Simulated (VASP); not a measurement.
Ti, 1 atom in the cell. It takes space group Im-3m (No. 229, cubic). Conventional cell: a = 3.325 Å, b = 3.325 Å, c = 3.325 Å, α = 90.00°, β = 90.00°, γ = 90.00°. Ti (site symmetry m-3m) has 14 Ti at 2.88 to 3.33 Å within 3.8 Å. This isn't the form of Ti at room conditions, which is hcp.

| Item | Value |
| --- | --- |
| Program | VASP 6.6.1 |
| Task | single point |
| Functional | r2SCANh |
| Potentials or basis | VASP PAW PBE potentials, release 64 (Ti_sv) |
| Cutoff | 520 eV |
| k mesh | 6 × 6 × 6 |
| Occupations | fermi-dirac, width 0.05 eV |
| Spin | no spin polarisation |
| Dipole correction | no |
| Grid for exact exchange (PRECFOCK) | Normal |
| Further INCAR settings | ALGO = Normal; EDIFF = 1e-07; NBANDS = 12 |
| Share of exact exchange | 0.1 |

Potentials or basis: VASP PAW PBE potentials, release 64 (Ti_sv).

Command:

```console
$ cat potpaw_PBE.64/Ti_sv/POTCAR > POTCAR
$ cp INCAR.step1 INCAR
$ mpirun -np 1 vasp_std > vasp.out
$ cp INCAR.step2 INCAR
$ mpirun -np 1 vasp_std > vasp.out
```

Hardware: 1 thread of Intel Xeon 8259CL (shared host).

How long does it take, and how much memory?

Run time: 32 min on 1 thread of Intel Xeon 8259CL (shared host), peak memory 0.16 GiB. Counts: k points 16.
